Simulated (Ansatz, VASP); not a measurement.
# EuS in VASP and in Ansatz

INCAR

```
SYSTEM = EuS
PREC = Accurate ; ENCUT = 600
EDIFF = 1E-6 ; ISMEAR = -1
SIGMA = 0.08 ; LREAL = .FALSE.
LASPH = .TRUE. ; NELM = 200
ALGO = Normal ; ISIF = 2
LWAVE = .FALSE. ; LCHARG = .FALSE.
ISPIN = 2 ; MAGMOM = 7 0
LORBIT = 11 ; LMAXMIX = 6
GGA = PE ; NBANDS = 22
GGA_COMPAT = .FALSE.
```

The input KPOINTS:

```
regular mesh
0
G
  10 10 10
  0 0 0
```

POSCAR

```
EuS
1.0
    0.0000000000      2.9242242605      2.9242242605
    2.9242242605      0.0000000000      2.9242242605
    2.9242242605      2.9242242605      0.0000000000
Eu S
1 1
Direct
    0.0000000000      0.0000000000      0.0000000000
    0.5000000000      0.5000000000      0.5000000000
```

Input for Ansatz:

```yaml
crystal:
  lattice:
    - [0.0, 2.9242242605, 2.9242242605]
    - [2.9242242605, 0.0, 2.9242242605]
    - [2.9242242605, 2.9242242605, 0.0]
  atoms:
    - { symbol: Eu, position: [0.0, 0.0, 0.0], spin: 7.0 }
    - { symbol: S, position: [0.5, 0.5, 0.5] }
magnetization:
  spin_polarized: true
kpoints:
  mp_grid: { grid: [10, 10, 10] }
scf:
  occupations: { method: fermi_dirac, width: 0.08 }
hamiltonian:
  xc: pbe
  pseudopotentials:
    kind: all_electron
    lapw: { basis_error: 0.00025 }
    nuclear_model: point
output:
  forces: true
  stress: true
  eigenvalues: true
```

Alike in both runs: task single point; functional PBE; k mesh 10 × 10 × 10; occupations fermi-dirac, width 0.08 eV; collinear spin.

|  | VASP | Ansatz |
| --- | --- | --- |
| version | VASP 6.6.1 | Ansatz 0.2.0 |
| potentials or method | VASP PAW PBE potentials, release 64 (Eu, S), cutoff 600 eV | all-electron LAPW, scalar-relativistic |

```csv
,VASP,Ansatz,Ansatz less VASP
pressure (GPa),-0.2,0.1,+0.33
net moment per atom (μB),3.47,3.48,+0.004
size of the moment on the site where the two differ most (μB),6.56,6.87,+0.315
```

Site moments also hang on the region over which each program counts them. Ansatz ran all-electron here, and VASP with PAW potentials.

Spin-orbit coupling is off throughout.
